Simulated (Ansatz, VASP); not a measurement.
ScNbTe3: VASP beside Ansatz

File INCAR:

```
SYSTEM = ScNbTe3
ALGO = Normal
EDIFF = 1E-6
ENCUT = 520
GGA = PE
ISIF = 2
ISMEAR = 0
ISPIN = 2
LASPH = .True.
LCHARG = .False.
LMAXMIX = 4
LORBIT = 11
LREAL = .False.
LWAVE = .False.
MAGMOM = 1 1 0 0 0
NBANDS = 33
NELM = 150
PREC = Accurate
SIGMA = 0.1
```

KPOINTS

```
k-points
0
Gamma
  3 3 3
  0 0 0
```

Contents of POSCAR:

```
ScNbTe3
1.0
    3.5884028080      2.0717653271      3.5200285353
   -3.5884028080      2.0717653271      3.5200285353
    0.0000000000     -4.1435306543      3.5200285353
Sc Nb Te
1 1 3
Direct
    0.0000000000      0.0000000000      0.0000000000
    0.5000000000      0.5000000000      0.5000000000
    0.0000000000      0.6037949930      0.3962050070
    0.3962050070      0.0000000000      0.6037949930
    0.6037949930      0.3962050070      0.0000000000
```

Input for Ansatz:

```yaml
crystal:
  lattice:
    - [3.588402808, 2.0717653271, 3.5200285353]
    - [-3.588402808, 2.0717653271, 3.5200285353]
    - [0.0, -4.1435306543, 3.5200285353]
  atoms:
    - { symbol: Sc, position: [0.0, 0.0, 0.0], spin: 1.0 }
    - { symbol: Nb, position: [0.5, 0.5, 0.5], spin: 1.0 }
    - { symbol: Te, position: [0.0, 0.603794993, 0.396205007] }
    - { symbol: Te, position: [0.396205007, 0.0, 0.603794993] }
    - { symbol: Te, position: [0.603794993, 0.396205007, 0.0] }
basis:
  ecutwfc: 420
kpoints:
  mp_grid: { grid: [3, 3, 3] }
hamiltonian:
  xc: pbe
scf:
  occupations: { method: gaussian, width: 0.1 }
  lower_state_search: "off"
output:
  forces: true
  stress: true
  eigenvalues: true
  populations: true
magnetization:
  spin_polarized: true
```

Alike in both runs: task single point; functional PBE; k mesh 3 × 3 × 3; occupations gaussian, width 0.1 eV; collinear spin.

```csv
,VASP,Ansatz
version,VASP 6.6.1,Ansatz 0.2.0
potentials or method,"VASP PAW PBE potentials, release 64 (Sc_sv, Nb_sv, Te), cutoff 520 eV","scalar-relativistic, plane waves, PAW"
valence electrons in the cell,42,72
```

Ansatz gave:

```
gap on the k mesh at the Fermi level (eV)                     : none
pressure (GPa)                                                : 0.7
traceless stress, the component that is largest in VASP (GPa) : -0.47
rms of the force components (eV/Å)                            : 0.041
net moment per atom (μB)                                      : 0.40
size of the moment on the site where the two differ most (μB) : 1.20
```

Problem. Which values does VASP return?

Solution. gap on the k mesh at the Fermi level (eV): none; pressure (GPa): 0.6; traceless stress, the component that is largest in VASP (GPa): -0.52; rms of the force components (eV/Å): 0.033; net moment per atom (μB): 0.40; size of the moment on the site where the two differ most (μB): 1.23.

Site moments also hang on the region over which each program counts them. Atom by atom the forces differ by 0.008 eV/Å (rms over components). A gap of «none» marks a metal or a gap that the smearing closes. VASP's potentials hold 42 valence electrons a cell and Ansatz's 72, so a difference there can come from the potentials and not from the codes.

The k mesh is coarse, so the values compare programs but aren't converged. Neither program's run includes spin-orbit coupling.
